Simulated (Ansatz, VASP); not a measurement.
## Cu3N in VASP and in Ansatz

Contents of INCAR:

```
SYSTEM = Cu3N
PREC = Accurate
ENCUT = 600
EDIFF = 1E-6
ISMEAR = -1
SIGMA = 0.02
LREAL = .FALSE.
LASPH = .TRUE.
NELM = 120
ALGO = Normal
ISIF = 2
LWAVE = .FALSE.
LCHARG = .TRUE.
GGA = PE
LELF = .TRUE.
LVHAR = .TRUE.
NBANDS = 27
GGA_COMPAT = .FALSE.
```

KPOINTS

```
regular mesh
0
G
  6 6 6
  0 0 0
```

The input POSCAR:

```
Cu3N
1.0
    3.8288425879      0.0000000000      0.0000000000
    0.0000000000      3.8288425879      0.0000000000
    0.0000000000      0.0000000000      3.8288425879
Cu N
3 1
Direct
    0.5000000000      0.0000000000      0.0000000000
    0.0000000000      0.5000000000      0.0000000000
    0.0000000000      0.0000000000      0.5000000000
    0.0000000000      0.0000000000      0.0000000000
```

Input for Ansatz:

```yaml
crystal:
  lattice:
    - [3.8288425879, 0.0, 0.0]
    - [0.0, 3.8288425879, 0.0]
    - [0.0, 0.0, 3.8288425879]
  atoms:
    - { symbol: Cu, position: [0.5, 0.0, 0.0] }
    - { symbol: Cu, position: [0.0, 0.5, 0.0] }
    - { symbol: Cu, position: [0.0, 0.0, 0.5] }
    - { symbol: "N", position: [0.0, 0.0, 0.0] }
kpoints:
  mp_grid: { grid: [6, 6, 6] }
hamiltonian:
  xc: pbe
scf:
  occupations: { method: fermi_dirac, width: 0.02 }
  n_extra_bands: 5
output:
  forces: true
  stress: true
  eigenvalues: true
```

Alike in both runs: task single point; functional PBE; k mesh 6 × 6 × 6; occupations fermi-dirac, width 0.02 eV; no spin polarisation.

|  | VASP | Ansatz |
| --- | --- | --- |
| version | VASP 6.6.1 | Ansatz 0.2.0 |
| potentials or method | VASP PAW PBE potentials, release 64 (Cu, N) | plane waves, PAW |
| plane-wave cutoff (eV) | 600 | 420 |
| valence electrons in the cell | 38 | 62 |

|  | VASP | Ansatz | Ansatz less VASP |
| --- | --- | --- | --- |
| pressure (GPa) | 0.7 | 0.0 | -0.73 |

VASP's potentials hold 38 valence electrons a cell and Ansatz's 62, so a difference there can come from the potentials and not from the codes.
